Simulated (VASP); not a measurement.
Ru:

```xyz
1
Lattice="0.0000 1.9181 1.9181 1.9181 0.0000 1.9181 1.9181 1.9181 0.0000" Properties=species:S:1:pos:R:3 pbc="T T T"
Ru    0.0000    0.0000    0.0000
```

This cell differs from its parent crystal: volume scaled by 1.04.

Base run:

| Item | Value |
| --- | --- |
| Program | VASP 6.6.1 |
| Functional | r2SCAN |
| Potentials or basis | VASP PAW PBE potentials, release 64 (Ru_pv) |
| Cutoff | 520 eV |
| k mesh | 16 × 16 × 16 |
| Occupations | fermi-dirac, width 0.1 eV |
| Spin | no spin polarisation |

Its results: band gap on the k mesh zero (band 7 reaches 14.15 eV, above the bottom of band 8 at 10.62 eV); pressure -10.7 GPa.

**Question.** The run is repeated on the same cell with these changes: potentials or basis from VASP PAW PBE potentials, release 64 (Ru_pv) to VASP PAW PBE potentials, release 64 (Ru_sv); cutoff from 520 eV to 660 eV; further incar settings from ALGO = Normal; EDIFF = 1e-07; NBANDS = 13 to ALGO = Normal; EDIFF = 1e-06; NBANDS = 14; valence electrons from 14 to 16. What comes out?

**Answer.** Band gap on the k mesh zero (band 8 reaches 16.38 eV, above the bottom of band 9 at 12.85 eV); pressure -11.8 GPa.

Caveats: the PAW data sets were made with another functional, which shifts forces and pressure a little.
